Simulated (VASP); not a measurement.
SiC, 4 atoms in the cell. Symmetry: P6_3mc, No. 186, hexagonal system. The conventional cell has a = 3.076 Å, b = 3.076 Å, c = 4.897 Å, α = 90.00°, β = 90.00°, γ = 120.00°. Within 2.5 Å of Si (site symmetry 3m) lie 4 C at 1.86 to 1.89 Å. C (site symmetry 3m) has 4 Si at 1.86 to 1.89 Å within 2.5 Å.  This cell differs from its parent crystal: zz strain of -3 %.

```yaml
Program: VASP 6.6.1
Task: single point
Functional: PBE
Potentials_or_basis: VASP PAW PBE potentials, release 64 (Si, C)
Cutoff: 520 eV
k_mesh: 15 × 15 × 8
Occupations: fermi-dirac, width 0.08 eV
Spin: no spin polarisation
Dipole_correction: no
Further_INCAR_settings: ALGO = Normal; EDIFF = 1e-06; NBANDS = 16
```

Potentials or basis: VASP PAW PBE potentials, release 64 (Si, C).

The run is started by

```console
$ cat potpaw_PBE.64/Si/POTCAR potpaw_PBE.64/C/POTCAR > POTCAR
$ mpirun -np 1 vasp_std > vasp.out
```

Hardware: 1 thread of Intel(R) Xeon(R) Platinum 8488C (Sapphire Rapids), with other jobs on the host.

How long does it take, and how much memory?

Wall time 29 s on 1 thread of Intel(R) Xeon(R) Platinum 8488C (Sapphire Rapids), on a shared host, peak memory 0.19 GiB. Counts: scf iterations 13, k points 135.
